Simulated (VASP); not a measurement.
Here is a VASP 6.6.1 calculation.

POSCAR

```
Al
1.0
   -1.5912186900      1.5912186900      1.5912186900
    1.5912186900     -1.5912186900      1.5912186900
    1.5912186900      1.5912186900     -1.5912186900
Al
1
Direct
    0.0000000000      0.0000000000      0.0000000000
```

The input INCAR.step1:

```
SYSTEM = Al
PREC     = Accurate       ! precision mode
ENCUT    = 520            ! plane-wave cutoff, eV
ISMEAR   = -1             ! smearing method
SIGMA    = 0.05           ! smearing width, eV
LREAL    = .False.        ! projectors in reciprocal space
LASPH    = .True.         ! aspherical terms in the spheres
NELM     = 60             ! most SCF steps
NBANDS   = 8              ! bands
GGA      = PE             ! functional
ALGO     = Normal         ! electronic algorithm
EDIFF    = 1E-4           ! SCF threshold, eV
LWAVE    = .True.         ! write WAVECAR
LCHARG   = .False.        ! write CHGCAR
```

The input INCAR.step2:

```
SYSTEM = Al
PREC     = Accurate       ! precision mode
ENCUT    = 520            ! plane-wave cutoff, eV
EDIFF    = 1E-6           ! SCF threshold, eV
ISMEAR   = -1             ! smearing method
SIGMA    = 0.05           ! smearing width, eV
LREAL    = .False.        ! projectors in reciprocal space
LASPH    = .True.         ! aspherical terms in the spheres
NELM     = 60             ! most SCF steps
ALGO     = Normal         ! electronic algorithm
ISIF     = 2              ! what is computed and relaxed
LWAVE    = .False.        ! write WAVECAR
LCHARG   = .False.        ! write CHGCAR
METAGGA  = R2SCAN         ! meta-GGA
LMIXTAU  = .True.       
NBANDS   = 8              ! bands
ISTART   = 1
```

Contents of KPOINTS:

```
regular mesh
0
Gamma
  7 7 7
  0 0 0
```

Potentials or basis: VASP PAW PBE potentials, release 64 (Al).

Launch:

```sh
$ cat potpaw_PBE.64/Al/POTCAR > POTCAR
$ cp INCAR.step1 INCAR
$ mpirun -np 1 vasp_std > vasp.out
$ cp INCAR.step2 INCAR
$ mpirun -np 1 vasp_std > vasp.out
```

Problem. What does it give for the pressure?

Solution. -0.7 GPa.

Caveat: the k points lie up to 0.40 Å⁻¹ apart; the PAW data sets were made with another functional, which shifts forces and pressure a little.
